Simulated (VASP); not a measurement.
Here is a VASP 6.6.1 calculation.

File INCAR:

```
PREC     = Accurate       # precision mode
ENCUT    = 520            # plane-wave cutoff, eV
EDIFF    = 1E-7           # SCF threshold, eV
ISMEAR   = -1             # smearing method
SIGMA    = 0.03           # smearing width, eV
LREAL    = F              # projectors in reciprocal space
LASPH    = T              # aspherical terms in the spheres
NELM     = 80             # most SCF steps
ALGO     = Normal         # electronic algorithm
ISIF     = 2              # what is computed and relaxed
LWAVE    = F              # write WAVECAR
LCHARG   = F              # write CHGCAR
GGA      = PS             # functional
NBANDS   = 17             # bands
```

File KPOINTS:

```
Automatic mesh
0
Gamma
  6 6 6
```

The input POSCAR:

```
H4NF
1.0
   -1.7731224560      1.7731224560      2.2385732793
    1.7731224560     -1.7731224560      2.2385732793
    1.7731224560      1.7731224560     -2.2385732793
H N F
4 1 1
Direct
    0.4999996497      0.9999996497      0.9999992993
    0.0000003503      0.5000003503      0.0000007007
    0.5000003503      0.4999996497      0.5000000000
    0.9999996497      0.0000003503      0.5000000000
    0.5000000000      0.5000000000      0.0000000000
    0.0000000000      0.0000000000      0.0000000000
```

Potentials or basis: VASP PAW PBE potentials, release 64 (H, N, F).

Launch:

```bash
$ cat potpaw_PBE.64/H/POTCAR potpaw_PBE.64/N/POTCAR potpaw_PBE.64/F/POTCAR > POTCAR
$ mpirun -np 1 vasp_std > vasp.out
```

(1) Estimate the band gap on the k mesh.

(2) What does it give for the pressure?

Results:

(1) zero (bands 8 and 9 overlap by 0.53 eV).

(2) -0.5 GPa.

Caveat: the k points lie up to 0.38 Å⁻¹ apart, too coarse for converged energies and pressures of a metal; the PAW data sets were made with another functional, which shifts forces and pressure a little.
